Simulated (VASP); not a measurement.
# WS2 (R3m) in VASP: single point with PBE+U

Aim: the single point of WS2 with PBE+U.

All numbers are computed with VASP 6.6.1; they aren't measurements. Logs are shortened: lines on timing, memory, paths and dates and some standing lists are left out, and cuts for length are marked.

**1. The cell of the first run**

It takes space group R3m (No. 160, trigonal). The conventional cell has a = 3.158 Å, b = 3.158 Å, c = 18.490 Å, α = 90.00°, β = 90.00°, γ = 120.00°. W (site symmetry 3m) has 6 S at 2.39 to 2.42 Å and 6 W at 3.16 Å within 3.2 Å. Within 3.2 Å of S (site symmetry 3m) lie 3 W at 2.39 Å and 7 S at 3.13 to 3.16 Å. S (site symmetry 3m) has 3 W at 2.42 Å and 7 S at 3.13 to 3.16 Å within 3.2 Å.

**2. Single point, PBE+U, collinear spin, ferromagnetic start**

File INCAR:

```
SYSTEM = WS2
ALGO = Normal
EDIFF = 1E-6
ENCUT = 520
GGA = PE
ISIF = 2
ISMEAR = 0
ISPIN = 2
LASPH = .True.
LCHARG = .True.
LDAU = .True.
LDAUJ = 0 0
LDAUL = 2 -1
LDAUPRINT = 1
LDAUTYPE = 2
LDAUU = 8 0
LELF = .True.
LMAXMIX = 4
LORBIT = 11
LREAL = .False.
LVHAR = .True.
LWAVE = .False.
MAGMOM = 2 0 0
NBANDS = 24
NELM = 150
PREC = Accurate
SIGMA = 0.05
```

File KPOINTS:

```
k-points
0
Gamma
  7 7 7
  0 0 0
```

File POSCAR:

```
WS2
1.0
    1.5790001700      0.9116361700      6.1633291500
   -1.5790001700      0.9116361700      6.1633291500
    0.0000000000     -1.8232723400      6.1633291500
W S
1 2
Direct
    0.0000000000      0.0000000000      0.0000000000
    0.7503000000      0.7503000000      0.7503000000
    0.5810000000      0.5810000000      0.5810000000
```

Potentials or basis: VASP PAW PBE potentials, release 64 (W_sv, S).

Command:

```bash
$ cat potpaw_PBE.64/W_sv/POTCAR potpaw_PBE.64/S/POTCAR > POTCAR
$ mpirun -np 1 vasp_std > vasp.out
```

OUTCAR:

```text
SYSTEM = WS2
   EDIFF = 1E-6
   ENCUT = 520
   GGA = PE
   ISIF = 2
   ISMEAR = 0
   ISPIN = 2
   LASPH = .True.
   LORBIT = 11
   LREAL = .False.
   NELM = 150
   PREC = Accurate

 ion  position               nearest neighbor table
   1  0.000  0.000  0.000-   2 2.39   2 2.39   2 2.39   3 2.42   3 2.42   3 2.42
   2  0.750  0.750  0.750-   1 2.39   1 2.39   1 2.39
   3  0.581  0.581  0.581-   1 2.42   1 2.42   1 2.42

  LATTYP: Found a trigonal (rhomboedric) cell.
 ALAT       =     6.4273593532
 COS(alpha) =     0.8792939097

  Lattice vectors:

 A1 = (   1.5790001700,   0.9116361700,   6.1633291500)
 A2 = (  -1.5790001700,   0.9116361700,   6.1633291500)
 A3 = (   0.0000000000,  -1.8232723400,   6.1633291500)

Analysis of symmetry for initial positions (statically):
=====================================================================
 Subroutine PRICEL returns:
 Original cell was already a primitive cell.

 Routine SETGRP: Setting up the symmetry group for a
 trigonal (rhombohedral) supercell.

 Subroutine GETGRP returns: Found  6 space group operations
 (whereof  6 operations were pure point group operations)
 out of a pool of 12 trial point group operations.

The static configuration has the point symmetry C_3v.

Analysis of symmetry for dynamics (positions and initial velocities):
=====================================================================
 Subroutine PRICEL returns:
 Original cell was already a primitive cell.

 Routine SETGRP: Setting up the symmetry group for a
 trigonal (rhombohedral) supercell.

 Subroutine GETGRP returns: Found  6 space group operations
 (whereof  6 operations were pure point group operations)
 out of a pool of 12 trial point group operations.

The dynamic configuration has the point symmetry C_3v.

Analysis of structural, dynamic, and magnetic symmetry:
[... 179 lines left out ...]
  o =  0.3015  v = -0.0000  0.9822 -0.0000  0.0000 -0.1876  0.0000  0.0000  0.0000  0.0000  0.0000      0.0000  0.0000  0.0000  0.0000  0.0000  0.0000  0.0000  0.0000  0.0000  0.0000
  o =  0.3015  v = -0.1876 -0.0000  0.0000  0.9822  0.0000  0.0000  0.0000  0.0000  0.0000  0.0000      0.0000  0.0000  0.0000  0.0000  0.0000  0.0000  0.0000  0.0000  0.0000  0.0000
  o =  0.3015  v =  0.0000  0.0000  0.0000  0.0000  0.0000 -0.0000  0.9822 -0.0000  0.0000 -0.1877      0.0000  0.0000  0.0000  0.0000  0.0000  0.0000  0.0000  0.0000  0.0000  0.0000
  o =  0.3015  v =  0.0000  0.0000  0.0000  0.0000  0.0000 -0.1877 -0.0000  0.0000  0.9822  0.0000      0.0000  0.0000  0.0000  0.0000  0.0000  0.0000  0.0000  0.0000  0.0000  0.0000
  o =  0.3176  v =  0.0000 -0.1876 -0.0000  0.0000 -0.9822  0.0000  0.0000  0.0000  0.0000  0.0000      0.0000  0.0000  0.0000  0.0000  0.0000  0.0000  0.0000  0.0000  0.0000  0.0000
  o =  0.3176  v = -0.9822 -0.0000 -0.0000 -0.1876 -0.0000  0.0000  0.0000  0.0000  0.0000  0.0000      0.0000  0.0000  0.0000  0.0000  0.0000  0.0000  0.0000  0.0000  0.0000  0.0000
  o =  0.3176  v =  0.0000  0.0000  0.0000  0.0000  0.0000  0.0000 -0.1877 -0.0000  0.0000 -0.9822      0.0000  0.0000  0.0000  0.0000  0.0000  0.0000  0.0000  0.0000  0.0000  0.0000
  o =  0.3176  v =  0.0000  0.0000  0.0000  0.0000  0.0000 -0.9822 -0.0000 -0.0000 -0.1877 -0.0000      0.0000  0.0000  0.0000  0.0000  0.0000  0.0000  0.0000  0.0000  0.0000  0.0000
  o =  0.3629  v =  0.0000 -0.0000  1.0000  0.0000 -0.0000  0.0000  0.0000  0.0000  0.0000  0.0000      0.0000  0.0000  0.0000  0.0000  0.0000  0.0000  0.0000  0.0000  0.0000  0.0000
  o =  0.3629  v =  0.0000  0.0000  0.0000  0.0000  0.0000  0.0000 -0.0000  1.0000  0.0000 -0.0000      0.0000  0.0000  0.0000  0.0000  0.0000  0.0000  0.0000  0.0000  0.0000  0.0000

 number of electron      26.0000001 magnetization      -0.0000638

 Free energy of the ion-electron system (eV)
  ---------------------------------------------------
  ext. energy  EPLUGINS =         0.00000000
  ---------------------------------------------------
  free energy    TOTEN  =       -14.73481411 eV

  energy without entropy =      -14.73481411  energy(sigma->0) =      -14.73481411

 E-fermi :   8.1127     XC(G=0): -10.9558

 val. band max:        7.7412192765   @ k =   0.4286   0.4286   0.4286
 cond. band min:       8.9500681048   @ k =  -0.1429   0.1429   0.0000
 fundamental gap:      1.2088488283
 Fermi energy:         8.1127446182

 spin component 1

 k-point     1 :       0.0000    0.0000    0.0000
  band No.  band energies     occupation
      1     -68.1451      1.00000
      2     -32.2912      1.00000
      3     -32.1777      1.00000
      4     -32.1777      1.00000
      5      -8.1110      1.00000
      6      -6.0390      1.00000
[... 1289 lines left out ...]
     23      18.7787      0.00000
     24      19.6239      0.00000

 [... further k-points ...]
[... 5 lines left out ...]
  --------------------------------------------------------------------------------------
  -------------------------------------------------------------------------------------
  Total        3.8544439      3.8544439      4.2274743     -0.0000000     -0.0000000      0.0000000
  in kB      116.0117491    116.0117483    127.2392840     -0.0000000     -0.0000000      0.0000000
  external PRESSURE =     119.7542605 kB  Pullay stress =       0.0000000 kB

 VOLUME and BASIS-vectors are now :
 -----------------------------------------------------------------------------
  energy-cutoff  :      520.00
  volume of cell :       53.23
      direct lattice vectors                 reciprocal lattice vectors
     1.579000170  0.911636170  6.163329150     0.316656077  0.182821472  0.054083325
    -1.579000170  0.911636170  6.163329150    -0.316656077  0.182821472  0.054083325
     0.000000000 -1.823272340  6.163329150     0.000000000 -0.365642944  0.054083325

 POSITION                                       TOTAL-FORCE (eV/Angst)
 -----------------------------------------------------------------------------------
      0.00000      0.00000      0.00000         0.000000      0.000000     -0.661167
      0.00000      0.00000     13.87304         0.000000     -0.000000      1.348908
      0.00000      0.00000     10.74268         0.000000      0.000000     -0.687742
 -----------------------------------------------------------------------------------
    total drift:                                0.000000      0.000000      0.000027

  FREE ENERGIE OF THE ION-ELECTRON SYSTEM (eV)
  ---------------------------------------------------
  free  energy   TOTEN  =       -14.7348141095 eV

  energy  without entropy=      -14.7348141095  energy(sigma->0) =      -14.73481411

 total charge

# of ion       s       p       d       tot
------------------------------------------
    1        2.348   6.363   3.151  11.862
    2        1.358   2.411   0.000   3.769
    3        1.360   2.393   0.000   3.753
--------------------------------------------------
tot          5.067  11.166   3.151  19.384

 magnetization (x)

# of ion       s       p       d       tot
------------------------------------------
    1       -0.000  -0.000  -0.000  -0.000
    2        0.000   0.000   0.000   0.000
    3        0.000   0.000   0.000   0.000
--------------------------------------------------
tot         -0.000   0.000  -0.000  -0.000
```

Run time: 3.1 min. Hardware: 1 thread of Intel Xeon 6975P-C (Granite Rapids), shared host; peak memory 0.43 GiB.

What came out:

```yaml
Free_energy: -14.7348 eV
Pressure: 12.0 GPa
Largest_force: 1.349 eV/Å
Band_gap_on_the_k_mesh: 1.21 eV, indirect (least direct gap 2.34 eV)
Net_moment: 0.00 μB per cell
Valence_electrons_inside_the_program's_atomic_spheres: W 11.86; S 3.77, 3.75
```

Forces on the atoms (eV/Å):
```
W    0.000  0.000 -0.661
S    0.000  0.000  1.349
S    0.000  0.000 -0.688
```

Levels at points of the mesh, in eV from the valence-band top:
Spin up:
```tsv
k point	band 9	band 10	band 11	band 12	band 13	band 14	band 15	band 16	band 17	band 18
(0.00, 0.00, 0.00)	-3.40	-2.09	-2.09	-1.69	-1.18	2.36	2.36	2.61	2.61	4.37
```
Spin down:
| k point | band 9 | band 10 | band 11 | band 12 | band 13 | band 14 | band 15 | band 16 | band 17 | band 18 |
| --- | --- | --- | --- | --- | --- | --- | --- | --- | --- | --- |
| (0.00, 0.00, 0.00) | -3.40 | -2.09 | -2.09 | -1.69 | -1.18 | 2.36 | 2.36 | 2.61 | 2.61 | 4.37 |

Eigenvalues of the final occupation matrices:
| site | spin | trace | eigenvalues |
| --- | --- | --- | --- |
| site 1 d | 1 | 1.60 | 0.30 0.30 0.32 0.32 0.36 |
| site 1 d | 2 | 1.60 | 0.30 0.30 0.32 0.32 0.36 |

Caveat: spin-orbit coupling is left out, which moves the levels of the heavy elements; forces of over 1 eV/Å act on the atoms, so gaps and moduli don't describe the material at rest. A k mesh can miss the band edges.
